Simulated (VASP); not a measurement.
A run of VASP 6.6.1 is set up as follows.

File POSCAR:

```
GaN
1.0
    0.0000000000      2.1085152350      2.1085152350
    2.1085152350      0.0000000000      2.1085152350
    2.1085152350      2.1085152350      0.0000000000
Ga N
1 1
Direct
    0.0000000000      0.0000000000      0.0000000000
    0.5000000000      0.5000000000      0.5000000000
```

INCAR.step1

```
SYSTEM = GaN
PREC = Accurate
ENCUT = 500
EDIFF = 1E-8
ISMEAR = 0
SIGMA = 0.01
LREAL = .FALSE.
LASPH = .TRUE.
NELM = 80
ALGO = Normal
LWAVE = .TRUE.
LCHARG = .FALSE.
GGA = PE
```

The input INCAR.step2:

```
SYSTEM = GaN
PREC = Accurate
ENCUT = 500
EDIFF = 1E-8
ISMEAR = 0
SIGMA = 0.01
LREAL = .FALSE.
LASPH = .TRUE.
NELM = 1
ALGO = Exact
LWAVE = .TRUE.
LCHARG = .FALSE.
GGA = PE
NBANDS = 69
LOPTICS = .TRUE.
ISTART = 1
```

File INCAR.step3:

```
SYSTEM = GaN
PREC = Accurate
ENCUT = 500
EDIFF = 1E-8
ISMEAR = 0
SIGMA = 0.01
LREAL = .FALSE.
LASPH = .TRUE.
ALGO = EVGW0
LWAVE = .FALSE.
LCHARG = .FALSE.
GGA = PE
NELMGW = 1
NBANDS = 69
ENCUTGW = 80.0
NOMEGA = 48
PRECFOCK = Fast
ISTART = 1
NBANDSGW = 17
```

Contents of KPOINTS:

```
Automatic mesh
0
G
  4 4 4
  0 0 0
```

Potentials or basis: VASP PAW PBE potentials, release 64 (Ga_d_GW, N_GW).

Command:

```console
$ cat potpaw_PBE.64/Ga_d_GW/POTCAR potpaw_PBE.64/N_GW/POTCAR > POTCAR
$ cp INCAR.step1 INCAR
$ mpirun -np 1 vasp_std > vasp.out
$ cp INCAR.step2 INCAR
$ mpirun -np 1 vasp_std > vasp.out
$ cp INCAR.step3 INCAR
$ mpirun -np 1 vasp_std > vasp.out
```

Estimate the quasiparticle gap.

1.53 eV.

Estimate the least direct quasiparticle gap.

3.64 eV.

What does it give for the band gap on the k mesh, mean-field level?

0.72 eV, indirect (least direct gap 2.80 eV).

Caveat: the k points lie up to 0.65 Å⁻¹ apart; bands, screening cutoff and mesh are small and nothing is extrapolated, so the quasiparticle values aren't converged. A k mesh can miss the band edges.
